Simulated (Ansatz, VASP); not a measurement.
## TaPbO4: VASP beside Ansatz

```xyz
6
Lattice="0.0000 3.2877 3.2877 3.2877 0.0000 3.2877 3.2877 3.2877 0.0000" Properties=species:S:1:pos:R:3 pbc="T T T"
Ta    1.6438    1.6438    1.6438
Pb    0.0000    0.0000    0.0000
O     2.4745    2.4745    4.1009
O     2.4745    4.1009    2.4745
O     4.1009    2.4745    2.4745
O     4.1009    4.1009    4.1009
```

Change from the starting cell: species swapped into the ZrTaCo4 type (F-43m, No. 216).

Alike in both runs: functional PBE; k mesh 10 × 10 × 10; occupations gaussian, width 0.1 eV; collinear spin.

Ansatz relaxed the structure, and its values are those at the end. VASP's run is a single point on that final structure, the one shown.

|  | VASP | Ansatz |
| --- | --- | --- |
| version | VASP 6.6.1 | Ansatz 0.2.0 |
| potentials or method | VASP PAW PBE potentials, release 64 (Ta_pv, Pb_d, O), cutoff 600 eV | scalar-relativistic, plane waves, PAW |
| valence electrons in the cell | 49 | 51 |

Ansatz gave:

```
gap on the k mesh at the Fermi level (eV)                     : none
pressure (GPa)                                                : 0.0
net moment per atom (μB)                                      : 0.42
size of the moment on the site where the two differ most (μB) : 0.62
```

Question: Estimate VASP's values.

Answer: gap on the k mesh at the Fermi level (eV): none; pressure (GPa): -0.1; net moment per atom (μB): 0.42; size of the moment on the site where the two differ most (μB): 0.56.

Site moments also hang on the region over which each program counts them. A gap of «none» marks a metal or a gap that the smearing closes. The functional is the same, so the differences come from potentials, cutoffs and numerics. VASP's potentials hold 49 valence electrons a cell and Ansatz's 51, so a difference there can come from the potentials and not from the codes.

Neither program's run includes spin-orbit coupling.
